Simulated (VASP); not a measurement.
Wanted: the native input for a VASP 6.6.1 run.

```yaml
Task: single point
Functional: PBEsol
Potentials_or_basis: VASP PAW PBE potentials, release 64 (Os)
Cutoff: 520 eV
k_mesh: 9 × 9 × 5
Occupations: gaussian, width 0.1 eV
Spin: no spin polarisation
Dipole_correction: no
Further_INCAR_settings: ALGO = Normal; EDIFF = 1e-07; NBANDS = 15
```

The structure of Os lies in POSCAR:

```
Os
1.0
    2.7260826932      0.0000000000      0.0000000000
   -1.3630413466      2.3608568651      0.0000000000
    0.0000000000      0.0000000000      4.3134621172
Os
2
Direct
    0.3333333333      0.6666666667      0.2500000000
    0.6666666667      0.3333333333      0.7500000000
```

One way to write it, as run:

INCAR

```
ALGO = Normal ; EDIFF = 1E-7
ENCUT = 520 ; GGA = PS
ISIF = 2 ; ISMEAR = 0
LASPH = True ; LCHARG = False
LREAL = False ; LWAVE = False
NBANDS = 15 ; NELM = 60
PREC = Accurate ; SIGMA = 0.1
```

KPOINTS

```
k-points
0
Gamma
  9 9 5
```

Potentials or basis: VASP PAW PBE potentials, release 64 (Os).

The run is started by

```sh
$ cat potpaw_PBE.64/Os/POTCAR > POTCAR
$ mpirun -np 1 vasp_std > vasp.out
```

It gave:

- Pressure: 0.5 GPa
- Band gap on the k mesh: zero (band 8 reaches 11.48 eV, above the bottom of band 9 at 7.58 eV)

Caveat: the PAW data sets were made with another functional, which shifts forces and pressure a little; spin-orbit coupling is left out, which moves the levels of the heavy elements.

Run time: 8.7 s on 1 thread of Intel(R) Xeon(R) 6975P-C (Granite Rapids), with other jobs on the host, peak memory 0.14 GiB.
